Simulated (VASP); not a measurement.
# TlPtN (P4/mmm) in VASP: notebook

Runs on TlPtN. Level: PBE. Tasks: single point.

Program: VASP 6.6.1. These are calculated values, not measurements. Logs are shortened: lines on timing, memory, paths and dates and some standing lists are left out, and cuts for length are marked.

## (1) The cell of the first run

The structure is tetragonal, space group P4/mmm (No. 123). The conventional cell has a = 3.841 Å, b = 3.841 Å, c = 3.896 Å, α = 90.00°, β = 90.00°, γ = 90.00°. Tl (site symmetry 4/mmm) has 4 N at 2.72 Å and 8 Pt at 3.34 Å within 3.6 Å. Pt (site symmetry 4/mmm) has 2 N at 1.95 Å within 2.6 Å. Within 2.6 Å of N (site symmetry 4/mmm) lie 2 Pt at 1.95 Å.

## (2) Single point, PBE

File INCAR:

```
SYSTEM = TlPtN
PREC = Accurate ; ENCUT = 520
EDIFF = 1E-6 ; ISMEAR = 0
SIGMA = 0.1 ; LREAL = .False.
LASPH = .True. ; NELM = 100
ALGO = Normal ; ISIF = 2
LWAVE = .False. ; LCHARG = .True.
GGA = PE ; LELF = .True.
LVHAR = .True. ; NBANDS = 21
```

File KPOINTS:

```
Automatic mesh
0
Gamma
  4 4 4
  0 0 0
```

File POSCAR:

```
TlPtN
1.0
    3.8410397600      0.0000000000      0.0000000000
    0.0000000000      3.8410397600      0.0000000000
    0.0000000000      0.0000000000      3.8961382300
Tl Pt N
1 1 1
Direct
    0.0000000000      0.0000000000      0.0000000000
    0.5000000000      0.5000000000      0.5000000000
    0.5000000000      0.5000000000      0.0000000000
```

Potentials or basis: VASP PAW PBE potentials, release 64 (Tl_d, Pt, N).

Run with:

```bash
> cat potpaw_PBE.64/Tl_d/POTCAR potpaw_PBE.64/Pt/POTCAR potpaw_PBE.64/N/POTCAR > POTCAR
> mpirun -np 1 vasp_std > vasp.out
```

OUTCAR:

```text
SYSTEM = TlPtN
   PREC = Accurate
   ENCUT = 520
   EDIFF = 1E-6
   ISMEAR = 0
   LREAL = .False.
   LASPH = .True.
   NELM = 100
   ISIF = 2
   GGA = PE

 ion  position               nearest neighbor table
   1  0.000  0.000  0.000-   3 2.72   3 2.72   3 2.72   3 2.72   2 3.34   2 3.34   2 3.34   2 3.34
                             2 3.34   2 3.34   2 3.34   2 3.34
   2  0.500  0.500  0.500-   3 1.95   3 1.95   1 3.34   1 3.34   1 3.34   1 3.34   1 3.34   1 3.34
                             1 3.34   1 3.34
   3  0.500  0.500  0.000-   2 1.95   2 1.95   1 2.72   1 2.72   1 2.72   1 2.72

  LATTYP: Found a simple tetragonal cell.
 ALAT       =     3.8410397600
 C/A-ratio  =     1.0143446758

  Lattice vectors:

 A1 = (   3.8410397600,   0.0000000000,   0.0000000000)
 A2 = (   0.0000000000,   3.8410397600,   0.0000000000)
 A3 = (   0.0000000000,   0.0000000000,   3.8961382300)

Analysis of symmetry for initial positions (statically):
=====================================================================
 Subroutine PRICEL returns:
 Original cell was already a primitive cell.

 Routine SETGRP: Setting up the symmetry group for a
 simple tetragonal supercell.

 Subroutine GETGRP returns: Found 16 space group operations
 (whereof 16 operations were pure point group operations)
 out of a pool of 16 trial point group operations.

The static configuration has the point symmetry D_4h.

Analysis of symmetry for dynamics (positions and initial velocities):
=====================================================================
 Subroutine PRICEL returns:
 Original cell was already a primitive cell.

 Routine SETGRP: Setting up the symmetry group for a
 simple tetragonal supercell.

 Subroutine GETGRP returns: Found 16 space group operations
 (whereof 16 operations were pure point group operations)
 out of a pool of 16 trial point group operations.

The dynamic configuration has the point symmetry D_4h.

 Subroutine INISYM returns: Found 16 space group operations
 (whereof 16 operations are pure point group operations),
 and found     1 'primitive' translations

----------------------------------------------------------------------------------------

                                     Primitive cell

  volume of cell :      57.4820

  direct lattice vectors                    reciprocal lattice vectors
     3.841039760  0.000000000  0.000000000     0.260346173  0.000000000  0.000000000
     0.000000000  3.841039760  0.000000000     0.000000000  0.260346173  0.000000000
     0.000000000  0.000000000  3.896138230     0.000000000  0.000000000  0.256664405

  length of vectors
     3.841039760  3.841039760  3.896138230     0.260346173  0.260346173  0.256664405

  position of ions in fractional coordinates (direct lattice)
     0.000000000  0.000000000  0.000000000
     0.500000000  0.500000000  0.500000000
     0.500000000  0.500000000  0.000000000

  ion indices of the primitive-cell ions
   primitive index   ion index
                 1           1
                 2           2
                 3           3

----------------------------------------------------------------------------------------

 KPOINTS: Automatic mesh

Automatic generation of k-mesh.
 Grid dimensions read from file:
 generate k-points for:    4    4    4

 Generating k-lattice:

  Cartesian coordinates                     Fractional coordinates (reciprocal lattice)
     0.065086543  0.000000000  0.000000000     0.250000000  0.000000000  0.000000000
     0.000000000  0.065086543  0.000000000     0.000000000  0.250000000  0.000000000
     0.000000000  0.000000000  0.064166101     0.000000000  0.000000000  0.250000000

  Length of vectors
     0.065086543  0.065086543  0.064166101

  Shift w.r.t. Gamma in fractional coordinates (k-lattice)
     0.000000000  0.000000000  0.000000000

 Subroutine IBZKPT returns following result:
 ===========================================

 Found     18 irreducible k-points:

 Following reciprocal coordinates:
            Coordinates               Weight
  0.000000  0.000000  0.000000      1.000000
  0.250000  0.000000  0.000000      4.000000
  0.500000  0.000000  0.000000      2.000000
  0.250000  0.250000  0.000000      4.000000
  0.500000  0.250000  0.000000      4.000000
  0.500000  0.500000  0.000000      1.000000
[... 10 lines left out ...]
  0.500000  0.250000  0.500000      4.000000
  0.500000  0.500000  0.500000      1.000000
   k-points           NKPTS =     18   k-points in BZ     NKDIM =     18   number of bands    NBANDS=     21
   number of dos      NEDOS =    301   number of ions     NIONS =      3
   total plane-waves  NPLWV =  27000
   dimension x,y,z NGX =    30 NGY =   30 NGZ =   30
   dimension x,y,z NGXF=    60 NGYF=   60 NGZF=   60
   ions per type =               1   1   1
   NGX,Y,Z   is equivalent  to a cutoff of  12.98, 12.98, 12.80 a.u.
   NGXF,Y,Z  is equivalent  to a cutoff of  25.97, 25.97, 25.60 a.u.
 SYSTEM =  TlPtN
   PREC   = accura    normal or accurate (medium, high low for compatibility)
   ISTART =      0    job   : 0-new  1-cont  2-samecut
   ICHARG =      2    charge: 1-file 2-atom 10-const
   ISPIN  =      1    spin polarized calculation?
   LNONCOLLINEAR =      F non collinear calculations
   LSORBIT =      F    spin-orbit coupling
   LASPH  =      T    aspherical Exc in radial PAW
   ENCUT  =  520.0 eV  38.22 Ry    6.18 a.u.   7.14  7.14  7.24*2*pi/ulx,y,z
   NELM   =    100;   NELMIN=  2; NELMDL= -5     # of ELM steps
   EDIFF  = 0.1E-05   stopping-criterion for ELM
   LREAL  =      F    real-space projection
   EDIFFG = 0.1E-04   stopping-criterion for IOM
   NSW    =      0    number of steps for IOM
   IBRION =     -1    ionic relax: 0-MD 1-quasi-New 2-CG
   NFREE  =      0    steps in history (QN), initial steepest desc. (CG)
   ISIF   =      2    stress and relaxation
   ISYM   =      2    0-nonsym 1-usesym 2-fastsym
   POTIM  = 0.5000    time-step for ionic-motion
   TEBEG  =    0.0;   TEEND  =   0.0 temperature during run
   PSTRESS=    0.0 pullay stress
   NELECT =      28.0000    total number of electrons
   NUPDOWN=      -1.0000    fix difference up-down
   EMIN   =  10.00;   EMAX   =-10.00  energy-range for DOS
   EFERMI =   0.00;   METHOD = LEGACY
   ISMEAR =     0;   SIGMA  =   0.10  broadening in eV -4-tet -1-fermi 0-gaus
   EFERMI_NEDOS =   21; number of points for ismear=-14 and -15
   IALGO  =     38    algorithm
   IMIX   =      4    mixing-type and parameters
     AMIX     =   0.40;   BMIX     =  1.00
     AMIX_MAG =   1.60;   BMIX_MAG =  1.00
  volume/ion in A,a.u.               =      19.16       129.30
  Fermi-wavevector in a.u.,A,eV,Ry     =   1.288102  2.434159 22.574872  1.659206
  Thomas-Fermi vector in A             =   2.420076
   LORBIT       =      0    0 simple, 1 ext, 2 COOP (PROOUT), +10 PAW based schemes
   GGA     = PE    functional components
   LHFCALC =     F    Hartree Fock is set to
   AEXX    =    0.0000 exact exchange contribution
   IVDW    =     0    specifies the selected vdW correction
   LEPSILON=     F    determine dielectric tensor
   LRPA    =     F    only Hartree local field effects (RPA)
 non-spin polarized calculation
 Gauss-broadening in eV      SIGMA  =   0.10
  energy-cutoff  :      520.00
  volume of cell :       57.48
 maximum number of plane-waves:      1568
 NGX is ok and might be reduce to    30
   NGX = 15   NGY = 15   NGZ = 15

 number of electron      27.9999996 magnetization

 Free energy of the ion-electron system (eV)
  ---------------------------------------------------
  ext. energy  EPLUGINS =         0.00000000
  ---------------------------------------------------
  free energy    TOTEN  =       -14.79182178 eV

  energy without entropy =      -14.77205378  energy(sigma->0) =      -14.78193778

 E-fermi :   5.8441     XC(G=0): -10.7683

 val. band max:        5.8153812770   @ k =   0.0000   0.0000   0.0000
 cond. band min:       5.8753534475   @ k =   0.2500   0.2500   0.0000
 fundamental gap:      0.0599721705
 Fermi energy:         5.8441331661

 k-point     1 :       0.0000    0.0000    0.0000
  band No.  band energies     occupation
      1      -9.8539      2.00000
      2      -4.8720      2.00000
      3      -4.7701      2.00000
      4      -4.6558      2.00000
      5      -4.6514      2.00000
      6      -4.6514      2.00000
[... 13 lines left out ...]
     20      14.9650      0.00000
     21      17.9491      0.00000

 k-point     2 :       0.2500    0.0000    0.0000
  band No.  band energies     occupation
      1      -9.7148      2.00000
      2      -4.8506      2.00000
      3      -4.7533      2.00000
      4      -4.7519      2.00000
      5      -4.6919      2.00000
      6      -4.6408      2.00000
[... 13 lines left out ...]
     20      15.8754      0.00000
     21      16.3694      0.00000

 k-point     3 :       0.5000    0.0000    0.0000
  band No.  band energies     occupation
      1      -9.5655      2.00000
      2      -4.9139      2.00000
      3      -4.8460      2.00000
      4      -4.7316      2.00000
      5      -4.6719      2.00000
      6      -4.6302      2.00000
[... 13 lines left out ...]
     20      12.6550      0.00000
     21      17.2940      0.00000
[... 313 lines left out ...]
 k-point    17 :       0.5000    0.2500    0.5000
  band No.  band energies     occupation
      1      -8.3076      2.00000
      2      -4.8538      2.00000
      3      -4.7552      2.00000
      4      -4.7007      2.00000
      5      -4.5624      2.00000
      6      -4.5475      2.00000
[... 13 lines left out ...]
     20      12.8870      0.00000
     21      16.7631      0.00000

 k-point    18 :       0.5000    0.5000    0.5000
  band No.  band energies     occupation
      1      -8.3896      2.00000
      2      -4.7976      2.00000
      3      -4.7976      2.00000
      4      -4.5577      2.00000
      5      -4.5158      2.00000
      6      -4.1903      2.00000
[... 13 lines left out ...]
     20      11.9979      0.00000
     21      17.0015      0.00000

------------------------ aborting loop because EDIFF is reached ----------------------------------------

  FORCE on cell =-STRESS in cart. coord.  units (eV):
  Direction    XX          YY          ZZ          XY          YZ          ZX
  --------------------------------------------------------------------------------------
  -------------------------------------------------------------------------------------
  Total        1.8048076      1.8048076     -5.3416019      0.0000000      0.0000000     -0.0000000
  in kB       50.3048114     50.3048114   -148.8847233      0.0000000      0.0000000     -0.0000000
  external PRESSURE =     -16.0917002 kB  Pullay stress =       0.0000000 kB

 VOLUME and BASIS-vectors are now :
 -----------------------------------------------------------------------------
  energy-cutoff  :      520.00
  volume of cell :       57.48
      direct lattice vectors                 reciprocal lattice vectors
     3.841039760  0.000000000  0.000000000     0.260346173  0.000000000  0.000000000
     0.000000000  3.841039760  0.000000000     0.000000000  0.260346173  0.000000000
     0.000000000  0.000000000  3.896138230     0.000000000  0.000000000  0.256664405

 POSITION                                       TOTAL-FORCE (eV/Angst)
 -----------------------------------------------------------------------------------
      0.00000      0.00000      0.00000         0.000000      0.000000      0.000000
      1.92052      1.92052      1.94807         0.000000      0.000000      0.000000
      1.92052      1.92052      0.00000         0.000000      0.000000      0.000000
 -----------------------------------------------------------------------------------
    total drift:                                0.000000      0.000000      0.000000

  FREE ENERGIE OF THE ION-ELECTRON SYSTEM (eV)
  ---------------------------------------------------
  free  energy   TOTEN  =       -14.7918217751 eV

  energy  without entropy=      -14.7720537781  energy(sigma->0) =      -14.78193778
```

Run time: 36 s. Hardware: 1 thread of AMD EPYC 7R43 (Zen 3), shared host; peak memory 0.15 GiB.

What came out:

```yaml
Free_energy: -14.7918 eV
Pressure: -1.6 GPa
Band_gap_on_the_k_mesh: zero (band 14 reaches 7.18 eV, above the bottom of band 15 at 5.23 eV)
```

Caveat: the k points lie up to 0.41 Å⁻¹ apart; spin-orbit coupling is left out, which moves the levels of the heavy elements.

## (3) Single point, PBE, collinear spin, ferromagnetic start

File INCAR:

```
PREC     = Accurate       # precision mode
ENCUT    = 520            # plane-wave cutoff, eV
EDIFF    = 1E-6           # SCF threshold, eV
ISMEAR   = 0              # smearing method
SIGMA    = 0.1            # smearing width, eV
LREAL    = F              # projectors in reciprocal space
LASPH    = T              # aspherical terms in the spheres
NELM     = 150            # most SCF steps
ALGO     = Normal         # electronic algorithm
ISIF     = 2              # what is computed and relaxed
LWAVE    = F              # write WAVECAR
LCHARG   = F              # write CHGCAR
ISPIN    = 2              # spin polarisation
MAGMOM   = 0 1 0          # initial moments
LORBIT   = 11             # projections on sites
LMAXMIX  = 4              # l up to which the mixer works
GGA      = PE             # functional
NBANDS   = 25             # bands
```

File KPOINTS:

```
regular mesh
0
Gamma
  4 4 4
```

POSCAR is that of step 2.

Potentials or basis: VASP PAW PBE potentials, release 64 (Tl_d, Pt, N).

Run with:

```bash
> cat potpaw_PBE.64/Tl_d/POTCAR potpaw_PBE.64/Pt/POTCAR potpaw_PBE.64/N/POTCAR > POTCAR
> mpirun -np 1 vasp_std > vasp.out
```

Wall time 2.2 min (1 thread of AMD EPYC 7R43 (Zen 3), shared host); peak memory 0.18 GiB.

It converged, with:

| Quantity | Value |
| --- | --- |
| Free energy | -14.7918 eV |
| Pressure | -1.6 GPa |
| Band gap on the k mesh | zero (filled and empty bands overlap) |
| Net moment | -0.01 μB per cell |
| Valence electrons inside the program's atomic spheres | Tl 11.13; Pt 9.29; N 3.56 |

Stress tensor (GPa, compression positive):
```
  5.03   0.00   0.00
  0.00   5.03   0.00
  0.00   0.00 -14.89
```

Levels at points of the mesh, in eV from the Fermi level:
Spin up:
| k point | band 12 | band 13 | band 14 | band 15 | band 16 | band 17 |
| --- | --- | --- | --- | --- | --- | --- |
| (0.00, 0.00, 0.00) | -2.43 | -2.40 | -1.60 | -0.03 | 3.94 | 5.19 |
| (0.50, 0.00, 0.00) | -2.12 | -1.98 | -1.29 | 0.05 | 3.11 | 6.41 |
| (0.50, 0.50, 0.00) | -2.63 | -1.29 | -0.96 | -0.62 | 3.48 | 3.48 |
| (0.00, 0.00, 0.50) | -2.38 | -1.63 | 1.24 | 1.24 | 5.40 | 8.10 |
| (0.50, 0.00, 0.50) | -1.31 | -0.75 | -0.64 | 1.49 | 1.84 | 2.83 |
| (0.50, 0.50, 0.50) | -1.26 | -0.13 | 0.89 | 0.89 | 3.57 | 3.57 |
Spin down:
| k point | band 11 | band 12 | band 13 | band 14 | band 15 | band 16 | band 17 | band 18 |
| --- | --- | --- | --- | --- | --- | --- | --- | --- |
| (0.00, 0.00, 0.00) | -2.43 | -2.43 | -2.40 | -1.60 | -0.03 | 3.94 | 5.19 | 6.38 |
| (0.50, 0.00, 0.00) | -2.48 | -2.13 | -1.99 | -1.29 | 0.04 | 3.11 | 6.41 | 6.56 |
| (0.50, 0.50, 0.00) | -2.63 | -2.63 | -1.29 | -0.96 | -0.62 | 3.47 | 3.47 | 5.24 |
| (0.00, 0.00, 0.50) | -4.02 | -2.38 | -1.63 | 1.24 | 1.24 | 5.40 | 8.10 | 8.10 |
| (0.50, 0.00, 0.50) | -1.81 | -1.31 | -0.75 | -0.65 | 1.48 | 1.83 | 2.82 | 6.54 |
| (0.50, 0.50, 0.50) | -2.89 | -1.26 | -0.13 | 0.89 | 0.89 | 3.57 | 3.57 | 3.76 |

Caveat: the k points lie up to 0.41 Å⁻¹ apart; spin-orbit coupling is left out, which moves the levels of the heavy elements.
